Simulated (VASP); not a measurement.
# C (P6_222) in VASP: a series of runs

C is run at these levels: PBE; tasks: single point, relaxation of cell and atoms.

Program: VASP 6.6.1. These are calculated values, not measurements. Logs are shortened: lines on timing, memory, paths and dates and some standing lists are left out, and cuts for length are marked.

## Step 1: The cell of the first run

Symmetry: P6_222, No. 180, hexagonal system. The conventional cell has a = 2.597 Å, b = 2.597 Å, c = 8.641 Å, α = 90.00°, β = 90.00°, γ = 120.00°. C (site symmetry 2) has 4 C at 1.61 to 1.62 Å within 2.1 Å. C (site symmetry 222) has 4 C at 1.61 Å within 2.1 Å.

## Step 2: Single point, PBE

INCAR reads:

```
SYSTEM = C
  ALGO = Normal
  EDIFF = 1E-7
  ENCUT = 520
  GGA = PE
  ISIF = 2
  ISMEAR = 0
  LASPH = .TRUE.
  LCHARG = .FALSE.
  LREAL = .FALSE.
  LWAVE = .FALSE.
  NBANDS = 28
  NELM = 100
  PREC = Accurate
  SIGMA = 0.1
```

KPOINTS reads:

```
k-points
0
G
  12 12 2
  0 0 0
```

POSCAR reads:

```
C
1.0
    2.5969423162      0.0000000000      0.0000000000
   -1.2984711581      2.2490180180      0.0000000000
    0.0000000000      0.0000000000      8.6412351309
C
9
Direct
    0.5000000000      0.5000000000      0.0560354123
    0.5000000000      0.0000000000      0.7227020790
    0.0000000000      0.5000000000      0.3893687456
    0.5000000000      0.5000000000      0.6106312544
    0.5000000000      0.0000000000      0.2772979210
    0.0000000000      0.5000000000      0.9439645877
    0.0000000000      0.0000000000      0.5000000000
    0.0000000000      0.0000000000      0.1666666667
    0.0000000000      0.0000000000      0.8333333333
```

Potentials or basis: VASP PAW PBE potentials, release 64 (C).

The run is started by

```
$ cat potpaw_PBE.64/C/POTCAR > POTCAR
$ mpirun -np 1 vasp_std > vasp.out
```

OUTCAR:

```text
SYSTEM = C
   EDIFF = 1E-7
   ENCUT = 520
   GGA = PE
   ISIF = 2
   ISMEAR = 0
   LASPH = .TRUE.
   LREAL = .FALSE.
   NELM = 100
   PREC = Accurate

 ion  position               nearest neighbor table
   1  0.500  0.500  0.056-   8 1.61   8 1.61   6 1.62   6 1.62
   2  0.500  0.000  0.723-   9 1.61   9 1.61   4 1.62   4 1.62
   3  0.000  0.500  0.389-   7 1.61   7 1.61   5 1.62   5 1.62
   4  0.500  0.500  0.611-   7 1.61   7 1.61   2 1.62   2 1.62
   5  0.500  0.000  0.277-   8 1.61   8 1.61   3 1.62   3 1.62
   6  0.000  0.500  0.944-   9 1.61   9 1.61   1 1.62   1 1.62
   7  0.000  0.000  0.500-   3 1.61   4 1.61   3 1.61   4 1.61
   8  0.000  0.000  0.167-   5 1.61   5 1.61   1 1.61   1 1.61
   9  0.000  0.000  0.833-   2 1.61   2 1.61   6 1.61   6 1.61

  LATTYP: Found a hexagonal cell.
 ALAT       =     2.5969423162
 C/A-ratio  =     3.3274651797

  Lattice vectors:

 A1 = (   2.5969423162,   0.0000000000,   0.0000000000)
 A2 = (  -1.2984711581,   2.2490180180,   0.0000000000)
 A3 = (   0.0000000000,   0.0000000000,   8.6412351309)

Analysis of symmetry for initial positions (statically):
=====================================================================
 Subroutine PRICEL returns:
 Original cell was already a primitive cell.

 Routine SETGRP: Setting up the symmetry group for a
 hexagonal supercell.

 Subroutine GETGRP returns: Found 12 space group operations
 (whereof  4 operations were pure point group operations)
 out of a pool of 24 trial point group operations.

The static configuration has the point symmetry D_2 .
 The point group associated with its full space group is D_6 .

Analysis of symmetry for dynamics (positions and initial velocities):
=====================================================================
 Subroutine PRICEL returns:
 Original cell was already a primitive cell.

 Routine SETGRP: Setting up the symmetry group for a
 hexagonal supercell.

 Subroutine GETGRP returns: Found 12 space group operations
 (whereof  4 operations were pure point group operations)
 out of a pool of 24 trial point group operations.

The dynamic configuration has the point symmetry D_2 .
 The point group associated with its full space group is D_6 .

 Subroutine INISYM returns: Found 12 space group operations
 (whereof  4 operations are pure point group operations),
 and found     1 'primitive' translations
[... 113 lines left out ...]
   IBRION =     -1    ionic relax: 0-MD 1-quasi-New 2-CG
   NFREE  =      0    steps in history (QN), initial steepest desc. (CG)
   ISIF   =      2    stress and relaxation
   ISYM   =      2    0-nonsym 1-usesym 2-fastsym
   POTIM  = 0.5000    time-step for ionic-motion
   TEBEG  =    0.0;   TEEND  =   0.0 temperature during run
   PSTRESS=    0.0 pullay stress
   NELECT =      36.0000    total number of electrons
   NUPDOWN=      -1.0000    fix difference up-down
   EMIN   =  10.00;   EMAX   =-10.00  energy-range for DOS
   EFERMI =   0.00;   METHOD = LEGACY
   ISMEAR =     0;   SIGMA  =   0.10  broadening in eV -4-tet -1-fermi 0-gaus
   EFERMI_NEDOS =   21; number of points for ismear=-14 and -15
   IALGO  =     38    algorithm
   IMIX   =      4    mixing-type and parameters
     AMIX     =   0.40;   BMIX     =  1.00
     AMIX_MAG =   1.60;   BMIX_MAG =  1.00
  volume/ion in A,a.u.               =       5.61        37.84
  Fermi-wavevector in a.u.,A,eV,Ry     =   1.462734  2.764166 29.110893  2.139590
  Thomas-Fermi vector in A             =   2.578912
   LORBIT       =      0    0 simple, 1 ext, 2 COOP (PROOUT), +10 PAW based schemes
   GGA     = PE    functional components
   LHFCALC =     F    Hartree Fock is set to
   AEXX    =    0.0000 exact exchange contribution
   IVDW    =     0    specifies the selected vdW correction
   LEPSILON=     F    determine dielectric tensor
   LRPA    =     F    only Hartree local field effects (RPA)
 non-spin polarized calculation
 Gauss-broadening in eV      SIGMA  =   0.10
  energy-cutoff  :      520.00
  volume of cell :       50.47
 maximum number of plane-waves:      1380
 NGX is ok and might be reduce to    20
   NGX =  9   NGY =  9   NGZ = 33

 number of electron      36.0000002 magnetization

 Free energy of the ion-electron system (eV)
  ---------------------------------------------------
  ext. energy  EPLUGINS =         0.00000000
  ---------------------------------------------------
  free energy    TOTEN  =       -68.29290936 eV

  energy without entropy =      -68.29290936  energy(sigma->0) =      -68.29290936

 E-fermi :  11.2281     XC(G=0): -13.6014

 val. band max:       10.7980358069   @ k =   0.0000   0.0000   0.5000
 cond. band min:      12.1522299051   @ k =   0.4167   0.0000   0.5000
 fundamental gap:      1.3541940982
 Fermi energy:        11.2280939768

 k-point     1 :       0.0000    0.0000    0.0000
  band No.  band energies     occupation
      1     -11.4745      2.00000
      2      -9.8607      2.00000
      3      -9.8607      2.00000
      4      -5.1257      2.00000
      5      -5.1257      2.00000
      6       2.1085      2.00000
[... 733 lines left out ...]
     27      19.0263      0.00000
     28      20.0023      0.00000

 [... further k-points ...]

------------------------ aborting loop because EDIFF is reached ----------------------------------------

  FORCE on cell =-STRESS in cart. coord.  units (eV):
  Direction    XX          YY          ZZ          XY          YZ          ZX
  --------------------------------------------------------------------------------------
  -------------------------------------------------------------------------------------
  Total        0.2323952      0.2323952      0.2140079     -0.0000000      0.0000000      0.0000000
  in kB        7.3774558      7.3774558      6.7937462     -0.0000000      0.0000000      0.0000000
  external PRESSURE =       7.1828859 kB  Pullay stress =       0.0000000 kB

 VOLUME and BASIS-vectors are now :
 -----------------------------------------------------------------------------
  energy-cutoff  :      520.00
  volume of cell :       50.47
      direct lattice vectors                 reciprocal lattice vectors
     2.596942316  0.000000000  0.000000000     0.385068237  0.222319250  0.000000000
    -1.298471158  2.249018018  0.000000000     0.000000000  0.444638501  0.000000000
     0.000000000  0.000000000  8.641235131     0.000000000  0.000000000  0.115724197

 POSITION                                       TOTAL-FORCE (eV/Angst)
 -----------------------------------------------------------------------------------
      0.64924      1.12451      0.48422        -0.000000     -0.000000     -0.000920
      1.29847      0.00000      6.24504         0.000000     -0.000000     -0.000920
     -0.64924      1.12451      3.36463        -0.000000     -0.000000     -0.000920
      0.64924      1.12451      5.27661         0.000000     -0.000000      0.000920
      1.29847      0.00000      2.39620        -0.000000      0.000000      0.000920
     -0.64924      1.12451      8.15702         0.000000     -0.000000      0.000920
      0.00000      0.00000      4.32062        -0.000000      0.000000     -0.000000
      0.00000      0.00000      1.44021         0.000000     -0.000000     -0.000000
      0.00000      0.00000      7.20103         0.000000      0.000000     -0.000000
 -----------------------------------------------------------------------------------
    total drift:                               -0.000000     -0.000000     -0.000000

  FREE ENERGIE OF THE ION-ELECTRON SYSTEM (eV)
  ---------------------------------------------------
  free  energy   TOTEN  =       -68.2929093620 eV

  energy  without entropy=      -68.2929093620  energy(sigma->0) =      -68.29290936
```

stdout:

```text
POSCAR found type information on POSCAR C
 POSCAR found :  1 types and       9 ions
 scaLAPACK will be used
 LDA part: xc-table for (Slater+PW92), standard interpolation
 POSCAR, INCAR and KPOINTS ok, starting setup
 FFT: planning ... GRIDC
 FFT: planning ... GRID_SOFT
 FFT: planning ... GRID
 WAVECAR not read
 entering main loop
```

It took 47 s on 1 thread of Intel Xeon Platinum 8259CL at 2.50GHz (Skylake/Cascade Lake), shared host; peak memory 0.17 GiB.

Results:

| Quantity | Value |
| --- | --- |
| Free energy | -68.2929 eV |
| Pressure | 0.7 GPa |
| Band gap on the k mesh | 1.35 eV, indirect (least direct gap 3.40 eV) |

Levels at points of the mesh, in eV from the valence-band top:
```
           k point  band 14  band 15  band 16  band 17  band 18  band 19  band 20  band 21  band 22  band 23
(0.00, 0.00, 0.00)    -1.51    -1.51    -0.19    -0.13    -0.13     4.33     4.70     4.70     7.10     7.25
(0.50, 0.00, 0.00)    -5.13    -4.81    -4.15    -2.87    -2.48     1.72     1.90     2.66     2.81     2.91
(0.00, 0.00, 0.50)    -2.69    -0.21    -0.20    -0.20     0.00     4.04     4.04     6.19     6.26     7.19
(0.50, 0.00, 0.50)    -4.63    -4.14    -4.07    -3.16    -2.96     1.40     1.53     3.42     3.83     3.91
```

A k mesh can miss the band edges. PBE gaps usually lie below the measured ones, often by a third to a half.

## Step 3: Single point, PBE

INCAR reads:

```
SYSTEM = C
ALGO = Normal
EDIFF = 1E-7
ENCUT = 520
GGA = PE
ISIF = 2
ISMEAR = 0
LASPH = .TRUE.
LCHARG = .FALSE.
LREAL = .FALSE.
LWAVE = .FALSE.
NBANDS = 28
NELM = 60
PREC = Accurate
SIGMA = 0.02
```

KPOINTS reads:

```
k-points
0
G
  12 12 4
  0 0 0
```

POSCAR reads:

```
C
1.0
    2.5976014218      0.0000000000      0.0000000000
   -1.2988007109      2.2495888202      0.0000000000
    0.0000000000      0.0000000000      8.6424065289
C
9
Direct
    0.5000000000      0.5000000000      0.0560394134
    0.5000000000      0.0000000000      0.7227060800
    0.0000000000      0.5000000000      0.3893727467
    0.5000000000      0.5000000000      0.6106272533
    0.5000000000      0.0000000000      0.2772939200
    0.0000000000      0.5000000000      0.9439605866
    0.0000000000      0.0000000000      0.5000000000
    0.0000000000      0.0000000000      0.1666666667
    0.0000000000      0.0000000000      0.8333333333
```

Potentials or basis: VASP PAW PBE potentials, release 64 (C).

The run is started by

```
$ cat potpaw_PBE.64/C/POTCAR > POTCAR
$ mpirun -np 1 vasp_std > vasp.out
```

Run time: 76 s. Hardware: 1 thread of Intel Xeon Platinum 8259CL at 2.50GHz (Skylake/Cascade Lake), shared host; peak memory 0.19 GiB.

The run converged. Its results:

```yaml
Free_energy: -68.2949 eV
Pressure: 0.5 GPa
Largest_force: 0.003 eV/Å
Band_gap_on_the_k_mesh: 1.35 eV, indirect (least direct gap 3.30 eV)
```

Forces in eV/Å, atoms in the order of the input:
```
C    0.000  0.000 -0.003
C    0.000  0.000 -0.003
C    0.000  0.000 -0.003
C    0.000  0.000  0.003
C    0.000  0.000  0.003
C    0.000  0.000  0.003
C    0.000  0.000  0.000
C    0.000  0.000  0.000
C    0.000  0.000  0.000
```

Stress tensor (GPa, compression positive):
```
0.43 0.00 0.00
0.00 0.43 0.00
0.00 0.00 0.52
```

Levels at points of the mesh, in eV from the valence-band top:
```csv
k point,band 14,band 15,band 16,band 17,band 18,band 19,band 20,band 21,band 22,band 23
"(0.00, 0.00, 0.00)",-1.50,-1.50,-0.19,-0.13,-0.13,4.33,4.69,4.69,7.09,7.25
"(0.50, 0.00, 0.00)",-5.12,-4.80,-4.15,-2.87,-2.48,1.72,1.90,2.66,2.80,2.91
"(0.00, 0.00, 0.50)",-2.69,-0.20,-0.20,-0.20,0.00,4.04,4.04,6.19,6.26,7.18
"(0.50, 0.00, 0.50)",-4.63,-4.14,-4.06,-3.16,-2.96,1.40,1.53,3.42,3.83,3.91
```

A k mesh can miss the band edges. PBE gaps usually lie below the measured ones, often by a third to a half.

## Step 4: Relaxation of cell and atoms, PBE

This run uses another cell than the first one, of 4.64 Å³/atom, 0.827 times its volume.

INCAR reads:

```
SYSTEM = C
ALGO = Normal
EDIFF = 1E-7
EDIFFG = -0.04
ENCUT = 600
GGA = PE
IBRION = 2
ISIF = 3
ISMEAR = 0
LASPH = .TRUE.
LCHARG = .FALSE.
LREAL = .FALSE.
LWAVE = .FALSE.
NELM = 60
NSW = 90
PREC = Accurate
SIGMA = 0.1
```

KPOINTS reads:

```
k-points
0
G
  12 12 2
  0 0 0
```

POSCAR reads:

```
C
1.0
    2.3839873400      0.0000000000      0.0000000000
   -1.1919936700      2.0645936000      0.0000000000
    0.0000000000      0.0000000000      8.4811834400
C
9
Direct
    0.5000000000      0.5000000000      0.0597290300
    0.5000000000      0.0000000000      0.7263957000
    0.0000000000      0.5000000000      0.3930623700
    0.5000000000      0.5000000000      0.6069376300
    0.5000000000      0.0000000000      0.2736043000
    0.0000000000      0.5000000000      0.9402709700
    0.0000000000      0.0000000000      0.5000000000
    0.0000000000      0.0000000000      0.1666666700
    0.0000000000      0.0000000000      0.8333333300
```

The run is started by

```
$ cat potpaw_PBE.64/C/POTCAR > POTCAR
$ mpirun -np 1 vasp_std > vasp.out
```

Run time: 4.6 min. Hardware: 1 thread of Intel Xeon Platinum 8259CL at 2.50GHz (Skylake/Cascade Lake), shared host; peak memory 0.17 GiB.

The run converged. Its results:

```yaml
Free_energy: -68.2826 eV
Relaxed_volume: 5.62 Å³/atom
Relaxed_cell: a = 2.599 Å, b = 2.599 Å, c = 8.644 Å, α = 90.00°, β = 90.00°, γ = 120.00°
Space_group_after_relaxing_to_0.05_Å: P6_222 (No. 180)
Energy_gained_by_relaxing: 378.2 meV/atom
Ionic_steps: 10
Pressure_after_relaxing: 0.0 GPa
Largest_force_after_relaxing: 0.014 eV/Å
Band_gap_on_the_k_mesh: 1.35 eV, indirect (least direct gap 3.40 eV)
```

Forces in eV/Å, atoms in the order of the input:
```
C    0.000  0.000 -0.014
C    0.000  0.000 -0.014
C    0.000  0.000 -0.014
C    0.000  0.000  0.014
C    0.000  0.000  0.014
C    0.000  0.000  0.014
C    0.000  0.000  0.000
C    0.000  0.000  0.000
C    0.000  0.000  0.000
```

Stress tensor (GPa, compression positive):
```
-0.08  0.00  0.00
 0.00 -0.08  0.00
 0.00  0.00  0.10
```

The path:
```csv
step,energy change (eV),largest force (eV/Å),pressure (GPa),volume (Å³)
1,0.0000,2.1780,113.72,41.74
2,0.7289,2.2745,-58.90,64.66
3,-3.3352,0.8537,-3.61,51.06
4,-3.3442,0.7740,-0.44,50.64
5,-3.3448,0.7365,1.06,50.46
6,-3.3680,0.6201,-2.09,50.84
7,-3.4029,0.0292,-0.90,50.67
8,-3.4029,0.0445,-0.94,50.67
9,-3.4034,0.0030,0.49,50.49
10,-3.4036,0.0137,-0.02,50.55
```

Final structure:
```cif
data_structure
_symmetry_space_group_name_H-M 'P 1'
_symmetry_Int_Tables_number 1
_cell_length_a 2.5986
_cell_length_b 2.5986
_cell_length_c 8.6444
_cell_angle_alpha 90.000
_cell_angle_beta 90.000
_cell_angle_gamma 120.000
_cell_volume 50.55
loop_
_atom_site_label
_atom_site_type_symbol
_atom_site_fract_x
_atom_site_fract_y
_atom_site_fract_z
_atom_site_occupancy
C1 C 0.50000 0.50000 0.05607 1
C2 C 0.50000 0.00000 0.72274 1
C3 C 0.00000 0.50000 0.38940 1
C4 C 0.50000 0.50000 0.61060 1
C5 C 0.50000 0.00000 0.27726 1
C6 C 0.00000 0.50000 0.94393 1
C7 C 0.00000 0.00000 0.50000 1
C8 C 0.00000 0.00000 0.16667 1
C9 C 0.00000 0.00000 0.83333 1
```

Levels at points of the mesh, in eV from the valence-band top:
| k point | band 16 | band 17 | band 18 | band 19 | band 20 | band 21 |
| --- | --- | --- | --- | --- | --- | --- |
| (0.00, 0.00, 0.00) | -0.19 | -0.13 | -0.13 | 4.32 | 4.69 | 4.69 |
| (0.50, 0.00, 0.00) | -4.15 | -2.86 | -2.48 | 1.72 | 1.89 | 2.65 |
| (0.00, 0.00, 0.50) | -0.20 | -0.20 | 0.00 | 4.04 | 4.04 | 6.17 |
| (0.50, 0.00, 0.50) | -4.06 | -3.16 | -2.96 | 1.40 | 1.53 | 3.41 |

Caveat: the volume moved by over 15 % at a fixed basis, so the end points are rough. A k mesh can miss the band edges.

## Step 5: The runs side by side

```tsv
task	cell	k mesh	cutoff (eV)	smearing	gap on the mesh (eV)	pressure (GPa)
single point	a = 2.597, b = 2.597, c = 8.641 Å, angles 90.0, 90.0, 120.0°, 9 atoms	12 × 12 × 2	520	gaussian 0.1 eV	1.35	0.7
single point	a = 2.598, b = 2.598, c = 8.642 Å, angles 90.0, 90.0, 120.0°, 9 atoms	12 × 12 × 4	520	gaussian 0.02 eV	1.35	0.5
relaxation of cell and atoms	relaxed from a = 2.384, b = 2.384, c = 8.481 Å, angles 90.0, 90.0, 120.0°, 9 atoms	12 × 12 × 2	600	gaussian 0.1 eV	1.35	0.0
```

Alike in all rows: level PBE; potentials or basis VASP PAW PBE potentials, release 64 (C); no spin polarisation.

Caveats: the volume moved by over 15 % at a fixed basis, so the end points are rough (some runs).

Absolute energies hang on the potentials; compare differences alone.
